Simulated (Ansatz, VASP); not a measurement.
## Two plane-wave programs on IrO2

File INCAR:

```
SYSTEM = IrO2
PREC = Accurate ; ENCUT = 600
EDIFF = 1E-6 ; ISMEAR = 0
SIGMA = 0.05 ; LREAL = .False.
LASPH = .True. ; NELM = 200
ALGO = Normal ; ISIF = 2
LWAVE = .False. ; LCHARG = .True.
ISPIN = 2 ; MAGMOM = 0.13 0.13 0.06 0.06 0.06 0.06
LORBIT = 11 ; LMAXMIX = 4
LDAU = .True. ; LDAUTYPE = 2
LDAUL = 2 -1 ; LDAUU = 3.2 0
LDAUJ = 0 0 ; LDAUPRINT = 1
GGA = PE ; LELF = .True.
LVHAR = .True. ; ISYM = 0
NBANDS = 34 ; GGA_COMPAT = .False.
```

Contents of KPOINTS:

```
Automatic mesh
0
Gamma
  5 5 7
  0 0 0
```

POSCAR

```
IrO2
1.0
    4.5051000000      0.0000000000      0.0000000000
    0.0000000000      4.5051000000      0.0000000000
    0.0000000000      0.0000000000      3.1586000000
Ir O
2 4
Direct
    0.0000000000      0.0000000000      0.0000000000
    0.5000000000      0.5000000000      0.5000000000
    0.3077000000      0.3077000000      0.0000000000
    0.1923000000      0.8077000000      0.5000000000
    0.6923000000      0.6923000000      0.0000000000
    0.8077000000      0.1923000000      0.5000000000
```

Input for Ansatz:

```yaml
crystal:
  lattice:
    - [4.5051, 0.0, 0.0]
    - [0.0, 4.5051, 0.0]
    - [0.0, 0.0, 3.1586]
  atoms:
    - { symbol: Ir, position: [0.0, 0.0, 0.0], spin: 1.4 }
    - { symbol: Ir, position: [0.5, 0.5, 0.5], spin: 1.4 }
    - { symbol: O, position: [0.3077, 0.3077, 0.0] }
    - { symbol: O, position: [0.1923, 0.8077, 0.5] }
    - { symbol: O, position: [0.6923, 0.6923, 0.0] }
    - { symbol: O, position: [0.8077, 0.1923, 0.5] }
  symmetry: { detect: false, time_reversal: true }
magnetization:
  spin_polarized: true
hamiltonian:
  xc: pbe
  pseudopotentials: { kind: paw }
  hubbard:
    sites:
      - { site: 0, l: d, u_eff: 3.2, starting_ns: [{ spin: up, occupation_matrix: s0up }, { spin: down, occupation_matrix: s0down }] }
      - { site: 1, l: d, u_eff: 3.2, starting_ns: [{ spin: up, occupation_matrix: s1up }, { spin: down, occupation_matrix: s1down }] }
    occupation_matrices:
      s0up:
        matrix:
          - [0.999999, 0.0, 0.0, 0.0, 0.0]
          - [0.0, 0.999999, 0.0, 0.0, 0.0]
          - [0.0, 0.0, 0.999999, 0.0, 0.0]
          - [0.0, 0.0, 0.0, 0.999999, 0.0]
          - [0.0, 0.0, 0.0, 0.0, 0.999999]
      s0down:
        matrix:
          - [0.999999, 0.0, 0.0, 0.0, 0.0]
          - [0.0, 1.0e-06, 0.0, 0.0, 0.0]
          - [0.0, 0.0, 1.0e-06, 0.0, 0.0]
          - [0.0, 0.0, 0.0, 1.0e-06, 0.0]
          - [0.0, 0.0, 0.0, 0.0, 1.0e-06]
      s1up:
        matrix:
          - [0.999999, 0.0, 0.0, 0.0, 0.0]
          - [0.0, 1.0e-06, 0.0, 0.0, 0.0]
          - [0.0, 0.0, 0.999999, 0.0, 0.0]
          - [0.0, 0.0, 0.0, 0.999999, 0.0]
          - [0.0, 0.0, 0.0, 0.0, 0.999999]
      s1down:
        matrix:
          - [0.999999, 0.0, 0.0, 0.0, 0.0]
          - [0.0, 1.0e-06, 0.0, 0.0, 0.0]
          - [0.0, 0.0, 0.999999, 0.0, 0.0]
          - [0.0, 0.0, 0.0, 0.999999, 0.0]
          - [0.0, 0.0, 0.0, 0.0, 0.999999]
basis:
  ecutwfc: 420
kpoints:
  mp_grid: { grid: [5, 5, 7] }
scf:
  occupations: { method: gaussian, width: 0.05 }
  lower_state_search: "off"
  max_iter: 200
output:
  forces: true
  stress: true
```

Alike in both runs: task single point; functional PBE; k mesh 5 × 5 × 7; occupations gaussian, width 0.05 eV; collinear spin; Hubbard terms Ir d U = 3.2 eV.

|  | VASP | Ansatz |
| --- | --- | --- |
| version | VASP 6.6.1 | Ansatz 0.2.0 |
| potentials or method | VASP PAW PBE potentials, release 64 (Ir, O), cutoff 600 eV | PAW, plane waves, scalar-relativistic |
| valence electrons in the cell | 42 | 58 |

VASP gave:

```
pressure (GPa)                                                : 5.3
traceless stress, the component that is largest in VASP (GPa) : 0.43
rms of the force components (eV/Å)                            : 0.011
net moment per atom (μB)                                      : 0.14
size of the moment on the site where the two differ most (μB) : 0.26
```

Problem. Estimate Ansatz's values.

Solution. Pressure (GPa): 6.5; traceless stress, the component that is largest in VASP (GPa): 0.02; rms of the force components (eV/Å): 0.018; net moment per atom (μB): 0.10; size of the moment on the site where the two differ most (μB): 0.12.

Site moments also hang on the region over which each program counts them. The programs project onto different local orbitals, so the same U acts differently, and such runs can settle in different states. Atom by atom the forces differ by 0.029 eV/Å (rms over components). VASP's potentials hold 42 valence electrons a cell and Ansatz's 58, so a difference there can come from the potentials and not from the codes. Ansatz's warnings: filled band counts differ across k points, specified occupation not kept.

Spin-orbit coupling is off throughout.
